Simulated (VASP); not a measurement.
RuWO4: single point with PBE

The system is RuWO4.

```
CELL_PARAMETERS angstrom
0.02698 -4.81678 2.88235
-4.81677 0.02697 2.88234
-4.79071 -4.79069 -2.88373
ATOMIC_POSITIONS crystal
O 0.23260 0.23070 0.48838
O 0.56120 0.55928 0.15073
O 0.91332 0.91141 0.78438
O 0.08428 0.08238 0.19066
O 0.42770 0.42578 0.87866
O 0.77637 0.77447 0.51718
O 0.63901 0.01806 0.16020
O 0.94565 0.36782 0.84262
O 0.30064 0.72179 0.49616
O 0.01998 0.63709 0.16021
O 0.36973 0.94373 0.84262
O 0.72370 0.29873 0.49617
Ru 0.33335 0.33144 0.68025
Ru 0.31942 0.31751 0.17805
Ru 0.66432 0.66240 0.83334
W 0.66048 0.65857 0.33321
W 0.01299 0.01108 0.97411
W 0.02085 0.01894 0.48036
```

```json
{"Program": "VASP 6.6.1", "Task": "single point", "Functional": "PBE", "Potentials or basis": "VASP PAW PBE potentials, release 64 (O, Ru_pv, W_sv)", "Cutoff": "520 eV", "k mesh": "3 × 3 × 2, shifted", "Occupations": "gaussian, width 0.1 eV", "Spin": "no spin polarisation", "Dipole correction": "no", "Further INCAR settings": "LREAL = Auto; ALGO = Normal; EDIFF = 1e-06; NBANDS = 93; ISYM = 0"}
```

- Pressure: 1.4 GPa
- Largest force: 0.202 eV/Å
- Band gap on the k mesh: zero (bands 78 and 79 overlap by 0.28 eV)

Forces in eV/Å, atoms in the order of the input:
```
O   -0.105 -0.105  0.092
O    0.108  0.107  0.018
O    0.032  0.035 -0.067
O    0.004  0.002  0.048
O    0.019  0.015 -0.011
O   -0.011 -0.011 -0.026
O   -0.080  0.085  0.033
O   -0.115  0.112  0.122
O    0.007 -0.017 -0.085
O    0.080 -0.075  0.034
O    0.113 -0.114  0.122
O   -0.018  0.008 -0.084
Ru  -0.007 -0.008  0.057
Ru  -0.017 -0.018  0.060
Ru  -0.011 -0.010  0.032
W   -0.049 -0.050 -0.024
W    0.010  0.010 -0.188
W    0.039  0.036 -0.134
```

Stress tensor (GPa, compression positive):
```
1.36 0.01 0.01
0.01 1.36 0.01
0.01 0.01 1.54
```

Levels at points of the mesh, in eV from the Fermi level:
```csv
k point,band 76,band 77,band 78,band 79,band 80,band 81
"(0.00, 0.00, 0.25)",-0.67,-0.64,-0.32,-0.29,0.17,0.22
```

Run time: 3.2 min on 1 thread of Intel(R) Xeon(R) 6975P-C (Granite Rapids) (shared host), peak memory 0.35 GiB.

Caveat: the k points lie up to 0.48 Å⁻¹ apart; spin-orbit coupling is left out, which moves the levels of the heavy elements.
